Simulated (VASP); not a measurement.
Wanted: the native input for a VASP 6.6.1 run.

| Property | Result |
| --- | --- |
| Task | single point |
| Functional | r2SCAN |
| Potentials or basis | VASP PAW PBE potentials, release 64 (Zn, Cu) |
| Cutoff | 520 eV |
| k mesh | 11 × 11 × 11 |
| Occupations | fermi-dirac, width 0.1 eV |
| Spin | no spin polarisation |
| Dipole correction | no |
| Further INCAR settings | ALGO = Normal; EDIFF = 1e-07; NBANDS = 18 |

ZnCu:

```
Zn Cu
1.0
     2.95773    0.00000    0.00000
     0.00000    2.95773    0.00000
     0.00000    0.00000    2.95773
Zn Cu
1 1
Direct
  0.50000 0.50000 0.50000
  0.00000 0.00000 0.00000
```

One way to write it, as run:

POSCAR

```
ZnCu
1.0
    2.9577270500      0.0000000000      0.0000000000
    0.0000000000      2.9577270500      0.0000000000
    0.0000000000      0.0000000000      2.9577270500
Zn Cu
1 1
Direct
    0.5000000000      0.5000000000      0.5000000000
    0.0000000000      0.0000000000      0.0000000000
```

INCAR.step1

```
PREC = Accurate
ENCUT = 520
ISMEAR = -1
SIGMA = 0.1
LREAL = False
LASPH = True
NELM = 80
NBANDS = 18
GGA = PE
ALGO = Normal
EDIFF = 1E-4
LWAVE = True
LCHARG = False
```

INCAR.step2

```
PREC = Accurate
ENCUT = 520
EDIFF = 1E-7
ISMEAR = -1
SIGMA = 0.1
LREAL = False
LASPH = True
NELM = 80
ALGO = Normal
ISIF = 2
LWAVE = False
LCHARG = True
METAGGA = R2SCAN
LMIXTAU = True
LELF = True
LVHAR = True
NBANDS = 18
ISTART = 1
```

KPOINTS

```
regular mesh
0
Gamma
  11 11 11
```

Potentials or basis: VASP PAW PBE potentials, release 64 (Zn, Cu).

Run with:

```console
$ cat potpaw_PBE.64/Zn/POTCAR potpaw_PBE.64/Cu/POTCAR > POTCAR
$ cp INCAR.step1 INCAR
$ mpirun -np 1 vasp_std > vasp.out
$ cp INCAR.step2 INCAR
$ mpirun -np 1 vasp_std > vasp.out
```

Results of the run:

```
Pressure : -4.2 GPa
```

Caveat: the PAW data sets were made with another functional, which shifts forces and pressure a little.

It took 64 s on 1 thread of Intel(R) Xeon(R) Platinum 8488C (Sapphire Rapids), on a shared host, peak memory 0.15 GiB.
